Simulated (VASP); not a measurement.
Wanted: the native input for a VASP 6.6.1 run.

| Property | Result |
| --- | --- |
| Task | single point |
| Functional | r2SCAN |
| Potentials or basis | VASP PAW PBE potentials, release 64 (Cr_pv) |
| Cutoff | 520 eV |
| k mesh | 16 × 16 × 16 |
| Occupations | gaussian, width 0.05 eV |
| Spin | collinear spin, antiferromagnetic start |
| Starting moments | [2.66, -2.66] μB |
| Dipole correction | no |
| Further INCAR settings | ALGO = Normal; EDIFF = 1e-07; NBANDS = 23 |

The system is Cr.

```xyz
2
Lattice="2.9194 0.0000 0.0000 0.0000 2.9194 0.0000 0.0000 0.0000 2.9194" Properties=species:S:1:pos:R:3 pbc="T T T"
Cr    0.0000    0.0000    0.0000
Cr    1.4597    1.4597    1.4597
```

One way to write it, as run:

POSCAR

```
Cr
1.0
    2.9193656156      0.0000000000      0.0000000000
    0.0000000000      2.9193656156      0.0000000000
    0.0000000000      0.0000000000      2.9193656156
Cr
2
Direct
    0.0000000000      0.0000000000      0.0000000000
    0.5000000000      0.5000000000      0.5000000000
```

INCAR.step1

```
ALGO     = Normal         # electronic algorithm
EDIFF    = 1E-4           # SCF threshold, eV
ENCUT    = 520            # plane-wave cutoff, eV
GGA      = PE             # functional
ISMEAR   = 0              # smearing method
ISPIN    = 2              # spin polarisation
LASPH    = True           # aspherical terms in the spheres
LCHARG   = False          # write CHGCAR
LMAXMIX  = 4              # l up to which the mixer works
LREAL    = False          # projectors in reciprocal space
LWAVE    = True           # write WAVECAR
MAGMOM   = 2.66 -2.66     # initial moments
NBANDS   = 23             # bands
NELM     = 150            # most SCF steps
PREC     = Accurate       # precision mode
SIGMA    = 0.05           # smearing width, eV
```

INCAR.step2

```
ALGO     = Normal         # electronic algorithm
EDIFF    = 1E-7           # SCF threshold, eV
ENCUT    = 520            # plane-wave cutoff, eV
ISIF     = 2              # what is computed and relaxed
ISMEAR   = 0              # smearing method
ISPIN    = 2              # spin polarisation
ISTART   = 1            
LASPH    = True           # aspherical terms in the spheres
LCHARG   = False          # write CHGCAR
LMAXMIX  = 4              # l up to which the mixer works
LMIXTAU  = True         
LORBIT   = 11             # projections on sites
LREAL    = False          # projectors in reciprocal space
LWAVE    = False          # write WAVECAR
MAGMOM   = 2.66 -2.66     # initial moments
METAGGA  = R2SCAN         # meta-GGA
NBANDS   = 23             # bands
NELM     = 150            # most SCF steps
PREC     = Accurate       # precision mode
SIGMA    = 0.05           # smearing width, eV
```

KPOINTS

```
k-points
0
Gamma
  16 16 16
```

Potentials or basis: VASP PAW PBE potentials, release 64 (Cr_pv).

Launch:

```console
$ cat potpaw_PBE.64/Cr_pv/POTCAR > POTCAR
$ cp INCAR.step1 INCAR
$ mpirun -np 1 vasp_std > vasp.out
$ cp INCAR.step2 INCAR
$ mpirun -np 1 vasp_std > vasp.out
```

Results of the run:

| Quantity | Value |
| --- | --- |
| Pressure | 5.5 GPa |
| Band gap on the k mesh | zero (filled and empty bands overlap) |
| Net moment | 0.00 μB per cell |
| Site moments | Cr +2.51, -2.51 μB |
| Valence electrons inside the program's atomic spheres | Cr 11.15 |

Caveat: the cell stands under pressure; the antiferromagnetic order is the one typed at the start, and another may lie lower; the PAW data sets were made with another functional, which shifts forces and pressure a little.

Run time: 19 min on 1 thread of Oxide Virtual Turin-like Processor (shared host), peak memory 0.22 GiB.
